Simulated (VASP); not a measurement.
# Sr (Fm-3m) in VASP: single point with r2SCAN

Aim: the single point of Sr with r2SCAN.

Program: VASP 6.6.1. These are calculated values, not measurements. Logs are shortened: lines on timing, memory, paths and dates and some standing lists are left out, and cuts for length are marked.

## (1) The cell of the first run

It takes space group Fm-3m (No. 225, cubic). Conventional cell: a = 6.112 Å, b = 6.112 Å, c = 6.112 Å, α = 90.00°, β = 90.00°, γ = 90.00°. Sr (site symmetry m-3m) has 12 Sr at 4.32 Å within 5.7 Å.

## (2) Single point, r2SCAN

Input file POSCAR:

```
Sr
1.0
    6.1121703952      0.0000000000      0.0000000000
    0.0000000000      6.1121703952      0.0000000000
    0.0000000000      0.0000000000      6.1121703952
Sr
4
Direct
    0.0000000000      0.0000000000      0.0000000000
    0.0000000000      0.5000000000      0.5000000000
    0.5000000000      0.0000000000      0.5000000000
    0.5000000000      0.5000000000      0.0000000000
```

Input file INCAR.step1:

```
PREC     = Accurate       # precision mode
ENCUT    = 520            # plane-wave cutoff, eV
ISMEAR   = 0              # smearing method
SIGMA    = 0.1            # smearing width, eV
LREAL    = F              # projectors in reciprocal space
LASPH    = T              # aspherical terms in the spheres
NELM     = 100            # most SCF steps
NBANDS   = 28             # bands
GGA      = PE             # functional
ALGO     = Normal         # electronic algorithm
EDIFF    = 1E-4           # SCF threshold, eV
LWAVE    = T              # write WAVECAR
LCHARG   = F              # write CHGCAR
```

Input file INCAR.step2:

```
PREC     = Accurate       # precision mode
ENCUT    = 520            # plane-wave cutoff, eV
EDIFF    = 1E-7           # SCF threshold, eV
ISMEAR   = 0              # smearing method
SIGMA    = 0.1            # smearing width, eV
LREAL    = F              # projectors in reciprocal space
LASPH    = T              # aspherical terms in the spheres
NELM     = 100            # most SCF steps
ALGO     = Normal         # electronic algorithm
ISIF     = 2              # what is computed and relaxed
LWAVE    = F              # write WAVECAR
LCHARG   = F              # write CHGCAR
METAGGA  = R2SCAN         # meta-GGA
LMIXTAU  = T            
NBANDS   = 28             # bands
ISTART   = 1
```

Input file KPOINTS:

```
regular mesh
0
Gamma
  4 4 4
```

Potentials or basis: VASP PAW PBE potentials, release 64 (Sr_sv).

Command:

```
$ cat potpaw_PBE.64/Sr_sv/POTCAR > POTCAR
$ cp INCAR.step1 INCAR
$ mpirun -np 1 vasp_std > vasp.out
$ cp INCAR.step2 INCAR
$ mpirun -np 1 vasp_std > vasp.out
```

OUTCAR:

```text
PREC = Accurate
   ENCUT = 520
   EDIFF = 1E-7
   ISMEAR = 0
   LREAL = F
   LASPH = T
   NELM = 100
   ISIF = 2
   METAGGA = R2SCAN
   ISTART = 1

 ion  position               nearest neighbor table
   1  0.000  0.000  0.000-   2 4.32   3 4.32   4 4.32   2 4.32   3 4.32   2 4.32   4 4.32   2 4.32
                             3 4.32   4 4.32   3 4.32   4 4.32
   2  0.000  0.500  0.500-   1 4.32   3 4.32   4 4.32   1 4.32   4 4.32   1 4.32   3 4.32   1 4.32
                             3 4.32   4 4.32   4 4.32   3 4.32
   3  0.500  0.000  0.500-   1 4.32   2 4.32   4 4.32   1 4.32   4 4.32   2 4.32   4 4.32   4 4.32
                             1 4.32   2 4.32   1 4.32   2 4.32
   4  0.500  0.500  0.000-   1 4.32   2 4.32   3 4.32   2 4.32   3 4.32   1 4.32   3 4.32   3 4.32
                             1 4.32   2 4.32   2 4.32   1 4.32

  LATTYP: Found a simple cubic cell.
 ALAT       =     6.1121703952

  Lattice vectors:

 A1 = (   6.1121703952,   0.0000000000,   0.0000000000)
 A2 = (   0.0000000000,   6.1121703952,   0.0000000000)
 A3 = (   0.0000000000,   0.0000000000,   6.1121703952)

Analysis of symmetry for initial positions (statically):
=====================================================================
 Subroutine PRICEL returns following result:

  LATTYP: Found a face centered cubic cell.
 ALAT       =     6.1121703952

  Lattice vectors:

 A1 = (   3.0560851976,  -3.0560851976,   0.0000000000)
 A2 = (   3.0560851976,   0.0000000000,   3.0560851976)
 A3 = (   0.0000000000,  -3.0560851976,   3.0560851976)

   4 primitive cells build up your supercell.

 Routine SETGRP: Setting up the symmetry group for a
 simple cubic supercell.

 Subroutine GETGRP returns: Found 48 space group operations
 (whereof 48 operations were pure point group operations)
 out of a pool of 48 trial point group operations.

The static configuration has the point symmetry O_h .

Analysis of symmetry for dynamics (positions and initial velocities):
=====================================================================
 Subroutine PRICEL returns following result:

  LATTYP: Found a face centered cubic cell.
 ALAT       =     6.1121703952

  Lattice vectors:

 A1 = (   3.0560851976,  -3.0560851976,   0.0000000000)
 A2 = (   3.0560851976,   0.0000000000,   3.0560851976)
 A3 = (   0.0000000000,  -3.0560851976,   3.0560851976)
[... 89 lines left out ...]
   LSORBIT =      F    spin-orbit coupling
   LASPH  =      T    aspherical Exc in radial PAW
   ENCUT  =  520.0 eV  38.22 Ry    6.18 a.u.  11.36 11.36 11.36*2*pi/ulx,y,z
   NELM   =    100;   NELMIN=  2; NELMDL=  0     # of ELM steps
   EDIFF  = 0.1E-06   stopping-criterion for ELM
   LREAL  =      F    real-space projection
   EDIFFG = 0.1E-05   stopping-criterion for IOM
   NSW    =      0    number of steps for IOM
   IBRION =     -1    ionic relax: 0-MD 1-quasi-New 2-CG
   NFREE  =      0    steps in history (QN), initial steepest desc. (CG)
   ISIF   =      2    stress and relaxation
   ISYM   =      2    0-nonsym 1-usesym 2-fastsym
   POTIM  = 0.5000    time-step for ionic-motion
   TEBEG  =    0.0;   TEEND  =   0.0 temperature during run
   PSTRESS=    0.0 pullay stress
   NELECT =      40.0000    total number of electrons
   NUPDOWN=      -1.0000    fix difference up-down
   EMIN   =  10.00;   EMAX   =-10.00  energy-range for DOS
   EFERMI =   0.00;   METHOD = LEGACY
   ISMEAR =     0;   SIGMA  =   0.10  broadening in eV -4-tet -1-fermi 0-gaus
   EFERMI_NEDOS =   21; number of points for ismear=-14 and -15
   IALGO  =     38    algorithm
   IMIX   =      4    mixing-type and parameters
     AMIX     =   0.40;   BMIX     =  1.00
     AMIX_MAG =   1.60;   BMIX_MAG =  1.00
  volume/ion in A,a.u.               =      57.09       385.23
  Fermi-wavevector in a.u.,A,eV,Ry     =   0.916008  1.731005 11.416255  0.839071
  Thomas-Fermi vector in A             =   2.040815
   LORBIT       =      0    0 simple, 1 ext, 2 COOP (PROOUT), +10 PAW based schemes
   METAGGA = R2SCAN    functional components
   LHFCALC =     F    Hartree Fock is set to
   AEXX    =    0.0000 exact exchange contribution
   IVDW    =     0    specifies the selected vdW correction
   LEPSILON=     F    determine dielectric tensor
   LRPA    =     F    only Hartree local field effects (RPA)
 non-spin polarized calculation
 Gauss-broadening in eV      SIGMA  =   0.10
  energy-cutoff  :      520.00
  volume of cell :      228.34
 maximum number of plane-waves:      6187
 NGX is ok and might be reduce to    48
   NGX = 23   NGY = 23   NGZ = 23

 number of electron      39.9999998 magnetization

 Free energy of the ion-electron system (eV)
  ---------------------------------------------------
  ext. energy  EPLUGINS =         0.00000000
  ---------------------------------------------------
  free energy    TOTEN  =       -60.43467242 eV

  energy without entropy =      -60.39988383  energy(sigma->0) =      -60.41727812

 E-fermi :   1.4153     XC(G=0):  -7.6778

 val. band max:        1.3944564265   @ k =   0.5000   0.5000   0.5000
 cond. band min:       1.4230695565   @ k =   0.5000   0.2500   0.2500
 fundamental gap:      0.0286131300
 Fermi energy:         1.4152629851

 k-point     1 :       0.0000    0.0000    0.0000
  band No.  band energies     occupation
      1     -36.6127      2.00000
      2     -36.5957      2.00000
      3     -36.5957      2.00000
      4     -36.5957      2.00000
      5     -18.0454      2.00000
      6     -18.0454      2.00000
[... 299 lines left out ...]
     27       3.9526      0.00000
     28       3.9526      0.00000

------------------------ aborting loop because EDIFF is reached ----------------------------------------

  FORCE on cell =-STRESS in cart. coord.  units (eV):
  Direction    XX          YY          ZZ          XY          YZ          ZX
  --------------------------------------------------------------------------------------
  -------------------------------------------------------------------------------------
  Total        0.0229405      0.0229405      0.0229405     -0.0000000     -0.0000000     -0.0000000
  in kB        0.1609636      0.1609636      0.1609636     -0.0000000     -0.0000000     -0.0000000
  external PRESSURE =       0.1609636 kB  Pullay stress =       0.0000000 kB

 VOLUME and BASIS-vectors are now :
 -----------------------------------------------------------------------------
  energy-cutoff  :      520.00
  volume of cell :      228.34
      direct lattice vectors                 reciprocal lattice vectors
     6.112170395  0.000000000  0.000000000     0.163608004  0.000000000  0.000000000
     0.000000000  6.112170395  0.000000000     0.000000000  0.163608004  0.000000000
     0.000000000  0.000000000  6.112170395     0.000000000  0.000000000  0.163608004

 POSITION                                       TOTAL-FORCE (eV/Angst)
 -----------------------------------------------------------------------------------
      0.00000      0.00000      0.00000         0.000000     -0.000000      0.000000
      0.00000      3.05609      3.05609        -0.000000      0.000000     -0.000000
      3.05609      0.00000      3.05609         0.000000     -0.000000      0.000000
      3.05609      3.05609      0.00000        -0.000000      0.000000      0.000000
 -----------------------------------------------------------------------------------
    total drift:                                0.000000     -0.000000     -0.000000

  FREE ENERGIE OF THE ION-ELECTRON SYSTEM (eV)
  ---------------------------------------------------
  free  energy   TOTEN  =       -60.4346724194 eV

  energy  without entropy=      -60.3998838263  energy(sigma->0) =      -60.41727812
```

OUTCAR.step1:

```text
PREC = Accurate
   ENCUT = 520
   ISMEAR = 0
   LREAL = F
[... 540 lines left out ...]
      0.00000      0.00000      0.00000        -0.000000      0.000000     -0.000000
      0.00000      3.05609      3.05609        -0.000000      0.000000      0.000000
      3.05609      0.00000      3.05609         0.000000     -0.000000      0.000000
      3.05609      3.05609      0.00000        -0.000000     -0.000000     -0.000000
 -----------------------------------------------------------------------------------
    total drift:                                0.000000     -0.000000     -0.000000

  FREE ENERGIE OF THE ION-ELECTRON SYSTEM (eV)
  ---------------------------------------------------
  free  energy   TOTEN  =        -6.5835574777 eV

  energy  without entropy=       -6.5513798510  energy(sigma->0) =       -6.56746866
```

OSZICAR.step1:

```text
N       E                     dE             d eps       ncg     rms          rms(c)
DAV:   1     0.267320961618E+03    0.26732E+03   -0.18228E+04   560   0.121E+03
DAV:   2     0.155512737588E+02   -0.25177E+03   -0.24849E+03   664   0.287E+02
DAV:   3    -0.527466291318E+01   -0.20826E+02   -0.20688E+02   868   0.590E+01
DAV:   4    -0.651092577411E+01   -0.12363E+01   -0.12335E+01   804   0.135E+01
DAV:   5    -0.656998379596E+01   -0.59058E-01   -0.59043E-01   832   0.250E+00    0.217E+01
DAV:   6    -0.657846870476E+01   -0.84849E-02   -0.42547E-02   712   0.160E+00    0.123E+01
DAV:   7    -0.658331938796E+01   -0.48507E-02   -0.46436E-02   612   0.192E+00    0.566E-01
DAV:   8    -0.658346518605E+01   -0.14580E-03   -0.75875E-03   804   0.349E-01    0.118E-01
DAV:   9    -0.658355747774E+01   -0.92292E-04   -0.37609E-04   556   0.570E-02
   1 F= -.65835575E+01 E0= -.65674687E+01  d E =-.321776E-01
```

It took 4.2 min on 1 thread of Intel Xeon Platinum 8259CL at 2.50GHz (Skylake/Cascade Lake), shared host; peak memory 0.37 GiB.

Results:

```
Free energy            : -60.4347 eV
Pressure               : 0.0 GPa
Band gap on the k mesh : zero (bands 20 and 21 overlap by 0.20 eV)
```

Levels at points of the mesh, in eV from the Fermi level:
```
           k point  band 16  band 17  band 18  band 19  band 20  band 21  band 22  band 23  band 24  band 25
(0.00, 0.00, 0.00)   -19.29    -3.72    -0.50    -0.50    -0.50     0.58     0.58     0.58     1.03     1.03
(0.50, 0.00, 0.00)   -19.32    -2.45    -2.45     0.18     0.18     0.75     0.75     0.75     0.75     1.40
(0.50, 0.50, 0.00)   -19.32    -1.36    -1.36    -1.36    -1.36     1.02     1.02     1.02     1.02     1.48
(0.50, 0.50, 0.50)   -19.32    -0.98    -0.98    -0.98    -0.98    -0.02    -0.02    -0.02    -0.02     2.54
```

Caveat: the PAW data sets were made with another functional, which shifts forces and pressure a little.

The gap in the log of VASP goes by the Fermi energy; the results here count the filled bands.